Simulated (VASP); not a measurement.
**BN: single point with PBE**

The system is BN.

```
B N
1.0
     2.51218    0.00000    0.00000
    -1.25609    2.17561    0.00000
     0.00000    0.00000    8.34369
B N
2 2
Direct
  0.55532 0.82917 0.25000
  0.66667 0.33333 0.75000
  0.33333 0.66667 0.75000
  0.66667 0.33333 0.25000
```

This cell differs from its parent crystal: atom 1 (B) moved +0.500 Å along Cartesian [1 1 0].

* Program: VASP 6.6.1
* Task: single point
* Functional: PBE
* Potentials or basis: VASP PAW PBE potentials, release 64 (B, N)
* Cutoff: 520 eV
* k mesh: 12 × 12 × 4
* Occupations: gaussian, width 0.05 eV
* Spin: no spin polarisation

```
Pressure               : 24.4 GPa
Largest force          : 16.104 eV/Å
Band gap on the k mesh : 2.07 eV (least direct gap 2.66 eV)
```

Forces on the atoms (eV/Å):
```
B     2.767 -15.864   0.000
B     0.000   0.000   0.000
N     0.001   0.000   0.000
N    -2.769  15.864   0.000
```

Stress tensor (GPa, compression positive):
```
 17.79 -11.38   0.00
-11.38  55.47   0.00
  0.00   0.00  -0.11
```

Levels at points of the mesh, in eV from the valence-band top:
```tsv
k point	band 5	band 6	band 7	band 8	band 9	band 10	band 11	band 12
(0.00, 0.00, 0.00)	-6.75	-3.13	-3.13	0.00	2.66	5.98	7.52	9.06
(0.50, 0.00, 0.00)	-8.61	-5.90	-4.26	-2.67	3.00	7.23	7.42	8.00
(0.00, 0.50, 0.00)	-5.90	-3.18	-2.70	-2.35	2.07	3.03	5.53	7.86
(0.50, 0.50, 0.00)	-5.90	-2.80	-2.57	-2.53	2.58	3.16	3.27	7.85
(0.00, 0.00, 0.50)	-6.98	-3.13	-3.13	0.00	3.89	3.94	8.05	9.73
(0.50, 0.00, 0.50)	-8.61	-5.90	-4.25	-2.68	2.99	7.05	7.63	7.98
(0.00, 0.50, 0.50)	-5.90	-3.18	-2.68	-2.36	2.07	2.98	5.54	7.92
(0.50, 0.50, 0.50)	-5.90	-2.70	-2.68	-2.53	2.70	2.97	3.29	7.91
```

Wall time 110 s on 1 thread of AMD EPYC 9R14 (Zen 4), on a shared host, peak memory 0.23 GiB.

Caveat: the cell differs from its parent crystal (atom 1 (B) moved +0.500 Å along Cartesian [1 1 0]); the cell stands under pressure; this functional lacks dispersion, which binds the layers, so the pressure and a relaxed spacing across them are unreliable; forces of over 1 eV/Å act on the atoms, so gaps and moduli don't describe the material at rest. A k mesh can miss the band edges.
